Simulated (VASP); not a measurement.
ZnS, 8 atoms in the cell. It takes space group P6_3mc (No. 186, hexagonal). Conventional cell: a = 3.570 Å, b = 3.570 Å, c = 11.660 Å, α = 90.00°, β = 90.00°, γ = 120.00°. Within 2.9 Å of Zn (site symmetry 3m) lie 4 S at 2.19 Å. Within 2.9 Å of Zn (site symmetry 3m) lie 4 S at 2.19 Å. S (site symmetry 3m) has 4 Zn at 2.19 Å within 2.9 Å. Within 2.9 Å of S (site symmetry 3m) lie 4 Zn at 2.19 Å. 

| Item | Value |
| --- | --- |
| Program | VASP 6.6.1 |
| Task | relaxation of cell and atoms |
| Functional | PBEsol |
| Potentials or basis | VASP PAW PBE potentials, release 64 (Zn, S) |
| Cutoff | 500 eV |
| k mesh | 9 × 9 × 2 |
| Occupations | fermi-dirac, width 0.03 eV |
| Spin | no spin polarisation |
| Dipole correction | no |
| Further INCAR settings | ALGO = Normal; EDIFF = 1e-07; IBRION = 2; EDIFFG = -0.01; NSW = 100; ISIF = 3 |

Potentials or basis: VASP PAW PBE potentials, release 64 (Zn, S).

Launch:

```console
$ cat potpaw_PBE.64/Zn/POTCAR potpaw_PBE.64/S/POTCAR > POTCAR
$ mpirun -np 1 vasp_std > vasp.out
```

Hardware: 1 thread of Oxide Virtual Turin-like Processor, with other jobs on the host.

Problem. How long does it take, and how much memory?

Solution. Run time: 15 min on 1 thread of Oxide Virtual Turin-like Processor (shared host), peak memory 0.28 GiB. Counts: scf iterations 76, k points 24, ion steps 6.
